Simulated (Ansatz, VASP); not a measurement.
Two plane-wave programs on ZnRuC6N6

```
Zn Ru C N
1.0
     0.00000    5.07200    5.07200
     5.07200    0.00000    5.07200
     5.07200    5.07200    0.00000
Zn Ru C N
1 1 6 6
Direct
  0.00000 0.00000 0.00000
  0.50000 0.50000 0.50000
  0.81102 0.18898 0.18898
  0.18898 0.81102 0.18898
  0.18898 0.18898 0.81102
  0.18898 0.81102 0.81102
  0.81102 0.18898 0.81102
  0.81102 0.81102 0.18898
  0.69568 0.30432 0.30432
  0.30432 0.69568 0.30432
  0.30432 0.30432 0.69568
  0.30432 0.69568 0.69568
  0.69568 0.30432 0.69568
  0.69568 0.69568 0.30432
```

Alike in both runs: task single point; functional PBE; k mesh 4 × 4 × 4; occupations gaussian, width 0.1 eV; collinear spin.

```csv
,VASP,Ansatz
version,VASP 6.6.1,Ansatz 0.2.0
potentials or method,"VASP PAW PBE potentials, release 64 (Zn, Ru_pv, C, N), cutoff 520 eV","scalar-relativistic, plane waves, PAW"
valence electrons in the cell,80,82
```

```tsv
	VASP	Ansatz	Ansatz less VASP
gap on the k mesh at the Fermi level (eV)	none	none	-
pressure (GPa)	6.8	6.3	-0.51
rms of the force components (eV/Å)	0.982	1.121	+0.1386
net moment per atom (μB)	0.14	0.14	0.000
size of the moment on the site where the two differ most (μB)	0.53	0.38	-0.158
```

Site moments also hang on the region over which each program counts them. Atom by atom the forces differ by 0.190 eV/Å (rms over components). A gap of «none» marks a metal or a gap that the smearing closes. VASP's potentials hold 80 valence electrons a cell and Ansatz's 82, so a difference there can come from the potentials and not from the codes.

Noted on VASP's run: the standard files for N, O and F lose accuracy on very short bonds.
